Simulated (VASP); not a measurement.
# PtSe (Fm-3m) in VASP: settings compared

PtSe is run at these levels: PBE, PBE-based screened hybrid with 25 % exact exchange; tasks: relaxation of cell and atoms, single point.

Everything below comes from runs of VASP 6.6.1. Logs are shortened: lines on timing, memory, paths and dates and some standing lists are left out, and cuts for length are marked.

## (1) The cell of the first run

The structure is cubic, space group Fm-3m (No. 225). Conventional cell: a = 5.597 Å, b = 5.597 Å, c = 5.597 Å, α = 90.00°, β = 90.00°, γ = 90.00°. Pt (site symmetry m-3m) has 6 Se at 2.80 Å within 3.7 Å. Se (site symmetry m-3m) has 6 Pt at 2.80 Å within 3.7 Å.

## (2) Relaxation of cell and atoms, PBE, target pressure 30 GPa, at which the enthalpy is minimised

INCAR reads:

```
SYSTEM = PtSe
PREC = Accurate ; ENCUT = 600
EDIFF = 1E-6 ; ISMEAR = -1
SIGMA = 0.05 ; LREAL = .FALSE.
LASPH = .TRUE. ; NELM = 60
ALGO = Normal ; ISIF = 3
LWAVE = .FALSE. ; LCHARG = .FALSE.
GGA = PE ; IBRION = 2
NSW = 60 ; EDIFFG = -0.01
PSTRESS = 300.0
```

KPOINTS reads:

```
regular mesh
0
G
  8 8 8
  0 0 0
```

POSCAR reads:

```
PtSe
1.0
    0.0000000000      2.7984111300      2.7984111300
    2.7984111300      0.0000000000      2.7984111300
    2.7984111300      2.7984111300      0.0000000000
Pt Se
1 1
Direct
    0.5000000000      0.5000000000      0.5000000000
    0.0000000000      0.0000000000      0.0000000000
```

Potentials or basis: VASP PAW PBE potentials, release 64 (Pt, Se).

Command:

```
$ cat potpaw_PBE.64/Pt/POTCAR potpaw_PBE.64/Se/POTCAR > POTCAR
$ mpirun -np 1 vasp_std > vasp.out
```

OUTCAR:

```text
SYSTEM = PtSe
   PREC = Accurate
   ENCUT = 600
   EDIFF = 1E-6
   ISMEAR = -1
   LREAL = .FALSE.
   LASPH = .TRUE.
   NELM = 60
   ISIF = 3
   GGA = PE
   IBRION = 2
   NSW = 60
   EDIFFG = -0.01
   PSTRESS = 300.0

 ion  position               nearest neighbor table
   1  0.500  0.500  0.500-   2 2.80   2 2.80   2 2.80   2 2.80   2 2.80   2 2.80
   2  0.000  0.000  0.000-   1 2.80   1 2.80   1 2.80   1 2.80   1 2.80   1 2.80

  LATTYP: Found a face centered cubic cell.
 ALAT       =     5.5968222600

  Lattice vectors:

 A1 = (   0.0000000000,   2.7984111300,   2.7984111300)
 A2 = (   2.7984111300,   0.0000000000,   2.7984111300)
 A3 = (   2.7984111300,   2.7984111300,   0.0000000000)

Analysis of symmetry for initial positions (statically):
=====================================================================
 Subroutine PRICEL returns:
 Original cell was already a primitive cell.

 Routine SETGRP: Setting up the symmetry group for a
 face centered cubic supercell.

 Subroutine GETGRP returns: Found 48 space group operations
 (whereof 48 operations were pure point group operations)
 out of a pool of 48 trial point group operations.

The static configuration has the point symmetry O_h .

Analysis of symmetry for dynamics (positions and initial velocities):
=====================================================================
 Subroutine PRICEL returns:
 Original cell was already a primitive cell.

 Routine SETGRP: Setting up the symmetry group for a
 face centered cubic supercell.

 Subroutine GETGRP returns: Found 48 space group operations
 (whereof 48 operations were pure point group operations)
 out of a pool of 48 trial point group operations.

The dynamic configuration has the point symmetry O_h .

 Subroutine INISYM returns: Found 48 space group operations
 (whereof 48 operations are pure point group operations),
 and found     1 'primitive' translations

----------------------------------------------------------------------------------------

                                     Primitive cell

  volume of cell :      43.8293

  direct lattice vectors                    reciprocal lattice vectors
     0.000000000  2.798411130  2.798411130    -0.178672817  0.178672817  0.178672817
     2.798411130  0.000000000  2.798411130     0.178672817 -0.178672817  0.178672817
     2.798411130  2.798411130  0.000000000     0.178672817  0.178672817 -0.178672817

  length of vectors
     3.957550973  3.957550973  3.957550973     0.309470397  0.309470397  0.309470397

  position of ions in fractional coordinates (direct lattice)
     0.500000000  0.500000000  0.500000000
     0.000000000  0.000000000  0.000000000

  ion indices of the primitive-cell ions
   primitive index   ion index
                 1           1
                 2           2

----------------------------------------------------------------------------------------

 KPOINTS: regular mesh

Automatic generation of k-mesh.
 Grid dimensions read from file:
 generate k-points for:    8    8    8

 Generating k-lattice:

  Cartesian coordinates                     Fractional coordinates (reciprocal lattice)
    -0.022334102  0.022334102  0.022334102     0.125000000  0.000000000  0.000000000
     0.022334102 -0.022334102  0.022334102     0.000000000  0.125000000  0.000000000
     0.022334102  0.022334102 -0.022334102     0.000000000  0.000000000  0.125000000

  Length of vectors
     0.038683800  0.038683800  0.038683800

  Shift w.r.t. Gamma in fractional coordinates (k-lattice)
     0.000000000  0.000000000  0.000000000

 Subroutine IBZKPT returns following result:
 ===========================================

 Found     29 irreducible k-points:

 Following reciprocal coordinates:
            Coordinates               Weight
  0.000000  0.000000  0.000000      1.000000
  0.125000  0.000000  0.000000      8.000000
  0.250000  0.000000  0.000000      8.000000
  0.375000  0.000000  0.000000      8.000000
  0.500000  0.000000  0.000000      4.000000
  0.125000  0.125000  0.000000      6.000000
[... 16 lines left out ...]
  0.500000  0.250000  0.125000     48.000000
 -0.375000  0.250000  0.125000     24.000000
 [... further k-points ...]
   k-points           NKPTS =     29   k-points in BZ     NKDIM =     29   number of bands    NBANDS=     12
   number of dos      NEDOS =    301   number of ions     NIONS =      2
   total plane-waves  NPLWV =  32768
   dimension x,y,z NGX =    32 NGY =   32 NGZ =   32
   dimension x,y,z NGXF=    64 NGYF=   64 NGZF=   64
   ions per type =               1   1
   NGX,Y,Z   is equivalent  to a cutoff of  13.44, 13.44, 13.44 a.u.
   NGXF,Y,Z  is equivalent  to a cutoff of  26.88, 26.88, 26.88 a.u.
 SYSTEM =  PtSe
   PREC   = accura    normal or accurate (medium, high low for compatibility)
   ISTART =      0    job   : 0-new  1-cont  2-samecut
   ICHARG =      2    charge: 1-file 2-atom 10-const
   ISPIN  =      1    spin polarized calculation?
   LNONCOLLINEAR =      F non collinear calculations
   LSORBIT =      F    spin-orbit coupling
   LASPH  =      T    aspherical Exc in radial PAW
   ENCUT  =  600.0 eV  44.10 Ry    6.64 a.u.   7.90  7.90  7.90*2*pi/ulx,y,z
   NELM   =     60;   NELMIN=  2; NELMDL= -5     # of ELM steps
   EDIFF  = 0.1E-05   stopping-criterion for ELM
   LREAL  =      F    real-space projection
   EDIFFG = -.1E-01   stopping-criterion for IOM
   NSW    =     60    number of steps for IOM
   IBRION =      2    ionic relax: 0-MD 1-quasi-New 2-CG
   NFREE  =      1    steps in history (QN), initial steepest desc. (CG)
   ISIF   =      3    stress and relaxation
   ISYM   =      2    0-nonsym 1-usesym 2-fastsym
   POTIM  = 0.5000    time-step for ionic-motion
   TEBEG  =    0.0;   TEEND  =   0.0 temperature during run
   PSTRESS=  300.0 pullay stress
   NELECT =      16.0000    total number of electrons
   NUPDOWN=      -1.0000    fix difference up-down
   EMIN   =  10.00;   EMAX   =-10.00  energy-range for DOS
   EFERMI =   0.00;   METHOD = LEGACY
   ISMEAR =    -1;   SIGMA  =   0.05  broadening in eV -4-tet -1-fermi 0-gaus
   EFERMI_NEDOS =   21; number of points for ismear=-14 and -15
   IALGO  =     38    algorithm
   IMIX   =      4    mixing-type and parameters
     AMIX     =   0.40;   BMIX     =  1.00
     AMIX_MAG =   1.60;   BMIX_MAG =  1.00
  volume/ion in A,a.u.               =      21.91       147.89
  Fermi-wavevector in a.u.,A,eV,Ry     =   1.170020  2.211017 18.625654  1.368947
  Thomas-Fermi vector in A             =   2.306485
   LORBIT       =      0    0 simple, 1 ext, 2 COOP (PROOUT), +10 PAW based schemes
   GGA     = PE    functional components
   LHFCALC =     F    Hartree Fock is set to
   AEXX    =    0.0000 exact exchange contribution
   IVDW    =     0    specifies the selected vdW correction
   LEPSILON=     F    determine dielectric tensor
   LRPA    =     F    only Hartree local field effects (RPA)
 conjugate gradient relaxation of ions
 non-spin polarized calculation
  energy-cutoff  :      600.00
  volume of cell :       43.83
 maximum number of plane-waves:      1476
   NGX = 15   NGY = 15   NGZ = 15

--------------------------------------- Ionic step        1  -------------------------------------------

 number of electron      15.9999999 magnetization

 Free energy of the ion-electron system (eV)
  ---------------------------------------------------
  ext. energy  EPLUGINS =         0.00000000
  ---------------------------------------------------
  free energy    TOTEN  =        -9.28168128 eV

  energy without entropy =       -9.27135114  energy(sigma->0) =       -9.27651621

------------------------ aborting loop because EDIFF is reached ----------------------------------------

  FORCE on cell =-STRESS in cart. coord.  units (eV):
  Direction    XX          YY          ZZ          XY          YZ          ZX
  --------------------------------------------------------------------------------------
  -------------------------------------------------------------------------------------
  Total       -3.9783737     -3.9783737     -3.9783737     -0.0000000      0.0000000      0.0000000
  in kB     -145.4291977   -145.4291977   -145.4291977     -0.0000000      0.0000000      0.0000000
  external PRESSURE =    -445.4291977 kB  Pullay stress =     300.0000000 kB
[... 93 lines left out ...]
  FREE ENERGIE OF THE ION-ELECTRON SYSTEM (eV)
  ---------------------------------------------------
  free  energy   TOTEN  =        -9.5904595171 eV

  energy  without entropy=       -9.5831232893  energy(sigma->0) =       -9.58679140

  enthalpy is  TOTEN    =        -2.1912775427 eV   P V=        7.3991819744

 E-fermi :  10.0045     XC(G=0): -12.2935

 val. band max:        9.8168197698   @ k =   0.3750   0.3750   0.0000
 cond. band min:      10.0426796113   @ k =   0.5000   0.2500   0.0000
 fundamental gap:      0.2258598415
 Fermi energy:        10.0044533675

 k-point     1 :       0.0000    0.0000    0.0000
  band No.  band energies     occupation
      1      -6.6911      2.00000
      2       5.8320      2.00000
      3       5.8320      2.00000
      4       5.8320      2.00000
      5       5.9306      2.00000
      6       5.9306      2.00000
      7       8.2230      2.00000
      8       8.2230      2.00000
      9       8.2230      2.00000
     10      12.3514      0.00000
     11      19.1931      0.00000
     12      22.0866      0.00000
[... 331 lines left out ...]
 k-point    24 :      -0.3750    0.2500    0.1250
  band No.  band energies     occupation
      1      -4.5297      2.00000
      2       1.5783      2.00000
      3       3.3967      2.00000
      4       3.5815      2.00000
      5       7.0635      2.00000
      6       7.1212      2.00000
      7       7.6613      2.00000
      8      10.4325      0.00038
      9      10.8022      0.00000
     10      15.3350      0.00000
     11      16.1887      0.00000
     12      18.9918      0.00000

 [... further k-points ...]

[... ionic steps 4 to 10 ...]

--------------------------------------- Ionic step       11  -------------------------------------------

 number of electron      16.0000000 magnetization

------------------------ aborting loop because EDIFF is reached ----------------------------------------

  FORCE on cell =-STRESS in cart. coord.  units (eV):
  Direction    XX          YY          ZZ          XY          YZ          ZX
  --------------------------------------------------------------------------------------
  -------------------------------------------------------------------------------------
  Total        5.8916023      5.8916023      5.8916023     -0.0000000     -0.0000000      0.0000000
  in kB      297.5619707    297.5619707    297.5619707     -0.0000000     -0.0000000      0.0000000
  external PRESSURE =      -2.4380293 kB  Pullay stress =     300.0000000 kB
[... 61 lines left out ...]
  enthalpy is  TOTEN    =        -3.3007361809 eV   P V=        5.9373290828

--------------------------------------- Ionic step       13  -------------------------------------------

 number of electron      16.0000000 magnetization

 Free energy of the ion-electron system (eV)
  ---------------------------------------------------
  ext. energy  EPLUGINS =         0.00000000
  ---------------------------------------------------
  free energy    TOTEN  =        -9.23720661 eV

  energy without entropy =       -9.23285006  energy(sigma->0) =       -9.23502833

 E-fermi :   9.9998     XC(G=0): -12.2920

 val. band max:        9.8114687572   @ k =   0.3750   0.3750   0.0000
 cond. band min:      10.0381141680   @ k =   0.5000   0.2500   0.0000
 fundamental gap:      0.2266454108
 Fermi energy:         9.9998167150

 k-point     1 :       0.0000    0.0000    0.0000
  band No.  band energies     occupation
      1      -6.6930      2.00000
      2       5.8293      2.00000
      3       5.8293      2.00000
      4       5.8293      2.00000
      5       5.9277      2.00000
      6       5.9277      2.00000
      7       8.2188      2.00000
      8       8.2188      2.00000
      9       8.2188      2.00000
     10      12.3443      0.00000
     11      19.1894      0.00000
     12      22.0804      0.00000
[... 331 lines left out ...]
 k-point    24 :      -0.3750    0.2500    0.1250
  band No.  band energies     occupation
      1      -4.5327      2.00000
      2       1.5763      2.00000
      3       3.3944      2.00000
      4       3.5791      2.00000
      5       7.0601      2.00000
      6       7.1179      2.00000
      7       7.6576      2.00000
      8      10.4275      0.00039
      9      10.7974      0.00000
     10      15.3302      0.00000
     11      16.1822      0.00000
     12      18.9860      0.00000

 [... further k-points ...]

------------------------ aborting loop because EDIFF is reached ----------------------------------------

  FORCE on cell =-STRESS in cart. coord.  units (eV):
  Direction    XX          YY          ZZ          XY          YZ          ZX
  --------------------------------------------------------------------------------------
  -------------------------------------------------------------------------------------
  Total        5.9167172      5.9167172      5.9167172     -0.0000000      0.0000000     -0.0000000
  in kB      299.0019360    299.0019360    299.0019360     -0.0000000      0.0000000     -0.0000000
  external PRESSURE =      -0.9980640 kB  Pullay stress =     300.0000000 kB
[... 17 lines left out ...]
  FREE ENERGIE OF THE ION-ELECTRON SYSTEM (eV)
  ---------------------------------------------------
  free  energy   TOTEN  =        -9.2372066052 eV

  energy  without entropy=       -9.2328500594  energy(sigma->0) =       -9.23502833

  enthalpy is  TOTEN    =        -3.3007394426 eV   P V=        5.9364671626

 reached required accuracy - stopping structural energy minimisation
```

Run time: 3.8 min. Hardware: 1 thread of Intel Xeon 8259CL, shared host; peak memory 0.21 GiB.

Results:

* Free energy: -9.2372 eV
* Relaxed volume: 15.85 Å³/atom
* Relaxed cell: a = 3.553 Å, b = 3.553 Å, c = 3.553 Å, α = 60.00°, β = 60.00°, γ = 60.00°
* Space group after relaxing (to 0.1 Å): Fm-3m (No. 225)
* Energy change on relaxing (the run minimises the enthalpy): +22.2 meV/atom
* Ionic steps: 13
* Pressure after relaxing: 29.9 GPa
* Band gap on the k mesh: zero (bands 8 and 9 overlap by 4.71 eV)

The path:
| step | energy change (eV) | largest force (eV/Å) | pressure (GPa) | volume (Å³) |
| --- | --- | --- | --- | --- |
| 1 | 0.0000 | 0.0000 | -14.54 | 43.83 |
| 2 | 28.7119 | 0.0000 | 999.20 | 15.43 |
| 3 | -0.3088 | 0.0000 | -7.51 | 39.52 |
| 4 | -0.3729 | 0.0000 | 0.84 | 36.71 |
| 5 | 0.3212 | 0.0000 | 41.77 | 30.46 |
| 6 | -0.0008 | 0.0000 | 27.80 | 31.96 |
| 7 | 0.0439 | 0.0000 | 29.89 | 31.71 |
| 8 | 0.0855 | 0.0000 | 31.78 | 31.49 |
| 9 | -0.0401 | 0.0000 | 25.91 | 32.19 |
| 10 | 0.0461 | 0.0000 | 30.24 | 31.70 |
| 11 | 0.0411 | 0.0000 | 29.76 | 31.72 |
| 12 | 0.0436 | 0.0000 | 29.87 | 31.71 |
| 13 | 0.0445 | 0.0000 | 29.90 | 31.70 |

Final structure:
```cif
data_structure
_symmetry_space_group_name_H-M 'P 1'
_symmetry_Int_Tables_number 1
_cell_length_a 3.5526
_cell_length_b 3.5526
_cell_length_c 3.5526
_cell_angle_alpha 60.000
_cell_angle_beta 60.000
_cell_angle_gamma 60.000
_cell_volume 31.70
loop_
_atom_site_label
_atom_site_type_symbol
_atom_site_fract_x
_atom_site_fract_y
_atom_site_fract_z
_atom_site_occupancy
Pt1 Pt 0.50000 0.50000 0.50000 1
Se1 Se 0.00000 0.00000 0.00000 1
```

Caveat: the cell is relaxed towards a set pressure, so the run minimises the enthalpy, not the energy; the volume moved by over 15 % at a fixed basis, so the end points are rough; spin-orbit coupling is left out, which moves the levels of the heavy elements.

## (3) Single point, PBE-based screened hybrid with 25 % exact exchange

POSCAR is that of step 2.

INCAR.step1 reads:

```
SYSTEM = PtSe
PREC = Accurate ; ENCUT = 520
EDIFF = 1E-5 ; ISMEAR = -1
SIGMA = 0.05 ; LREAL = .FALSE.
LASPH = .TRUE. ; NELM = 100
ALGO = Normal ; ISIF = 2
LWAVE = .TRUE. ; LCHARG = .FALSE.
NBANDS = 15 ; GGA = PE
```

INCAR.step2 reads:

```
SYSTEM = PtSe
PREC = Accurate ; ENCUT = 520
EDIFF = 1E-7 ; ISMEAR = -1
SIGMA = 0.05 ; LREAL = .FALSE.
LASPH = .TRUE. ; NELM = 100
ALGO = Normal ; ISIF = 2
LWAVE = .FALSE. ; LCHARG = .FALSE.
GGA = PE ; LHFCALC = .TRUE.
AEXX = 0.25 ; HFSCREEN = 0.3
PRECFOCK = Normal ; NBANDS = 15
ISTART = 1
```

KPOINTS reads:

```
Automatic mesh
0
G
  4 4 4
  0 0 0
```

Potentials or basis: VASP PAW PBE potentials, release 64 (Pt, Se).

Command:

```
$ cat potpaw_PBE.64/Pt/POTCAR potpaw_PBE.64/Se/POTCAR > POTCAR
$ cp INCAR.step1 INCAR
$ mpirun -np 1 vasp_std > vasp.out
$ cp INCAR.step2 INCAR
$ mpirun -np 1 vasp_std > vasp.out
```

Run time: 18 min. Hardware: 1 thread of Intel Xeon 8259CL, shared host; peak memory 0.28 GiB.

It converged, with:

```
Free energy            : -10.4437 eV
Pressure               : -16.3 GPa
Band gap on the k mesh : zero (bands 8 and 9 overlap by 3.79 eV)
```

Levels at points of the mesh, in eV from the Fermi level:
| k point | band 4 | band 5 | band 6 | band 7 | band 8 | band 9 | band 10 | band 11 | band 12 | band 13 |
| --- | --- | --- | --- | --- | --- | --- | --- | --- | --- | --- |
| (0.00, 0.00, 0.00) | -3.24 | -2.82 | -2.82 | -1.50 | -1.50 | -1.50 | 0.84 | 10.61 | 11.29 | 11.29 |
| (0.50, 0.00, 0.00) | -5.06 | -2.49 | -2.49 | -2.06 | 2.29 | 2.29 | 3.77 | 6.68 | 6.68 | 7.80 |
| (0.50, 0.50, 0.00) | -2.96 | -2.96 | -2.45 | -2.28 | -2.28 | -1.35 | 0.24 | 8.35 | 10.95 | 12.72 |

Caveat: the k points lie up to 0.49 Å⁻¹ apart, too coarse for converged energies and pressures of a metal; the PAW data sets were made with another functional, which shifts forces and pressure a little; spin-orbit coupling is left out, which moves the levels of the heavy elements.
